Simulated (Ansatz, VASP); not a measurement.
Two plane-wave programs on Sn

File INCAR:

```
  PREC = Accurate
  ENCUT = 600
  EDIFF = 1E-6
  ISMEAR = -1
  SIGMA = 0.15
  LREAL = False
  LASPH = True
  NELM = 80
  ALGO = Fast
  ISIF = 3
  LWAVE = False
  LCHARG = False
  GGA = PS
  IBRION = 2
  NSW = 80
  EDIFFG = -0.001
```

KPOINTS

```
regular mesh
0
Gamma
  12 12 12
```

File POSCAR:

```
Sn
1.0
    0.0000000000      3.2705270536      3.2705270536
    3.2705270536      0.0000000000      3.2705270536
    3.2705270536      3.2705270536      0.0000000000
Sn
2
Direct
    0.5000000000      0.5000000000      0.5000000000
    0.7500000000      0.7500000000      0.7500000000
```

Input for Ansatz:

```yaml
crystal:
  lattice:
    - [0.0, 3.2705270536, 3.2705270536]
    - [3.2705270536, 0.0, 3.2705270536]
    - [3.2705270536, 3.2705270536, 0.0]
  atoms:
    - { symbol: Sn, position: [0.5, 0.5, 0.5] }
    - { symbol: Sn, position: [0.75, 0.75, 0.75] }
basis:
  ecutwfc: 420
kpoints:
  mp_grid: { grid: [12, 12, 12] }
hamiltonian:
  xc: pbesol
  pseudopotentials: { kind: paw, azcp: { folder: soft_1 } }
scf:
  occupations: { method: fermi_dirac, width: 0.15 }
output:
  forces: true
  stress: true
  eigenvalues: true
relax:
  adjacent_minimum: "off"
  f_tol: 0.001
  max_steps: 60
  cell: { stress_tol: 0.01 }
```

Alike in both runs: task relaxation of cell and atoms; functional PBEsol; k mesh 12 × 12 × 12; occupations fermi-dirac, width 0.15 eV; no spin polarisation.

|  | VASP | Ansatz |
| --- | --- | --- |
| version | VASP 6.6.1 | Ansatz 0.2.0 |
| potentials or method | VASP PAW PBE potentials, release 64 (Sn_d), cutoff 600 eV | scalar-relativistic, plane waves, PAW |
| valence electrons in the cell | 28 | 28 |

VASP gave:

| Item | Value |
| --- | --- |
| gap on the k mesh at the Fermi level, each at its own relaxed structure (eV) | none |
| relaxed volume (Å³/atom) | 34.97 |
| relaxed cell length with the largest relative difference (Å) | 4.625 |

Which values does Ansatz return?

gap on the k mesh at the Fermi level, each at its own relaxed structure (eV): none; relaxed volume (Å³/atom): 35.02; relaxed cell length with the largest relative difference (Å): 4.627.

VASP's potentials were made for PBE, not for PBEsol, and Ansatz warns of the same on its side. A gap of «none» marks a metal or a gap that the smearing closes.
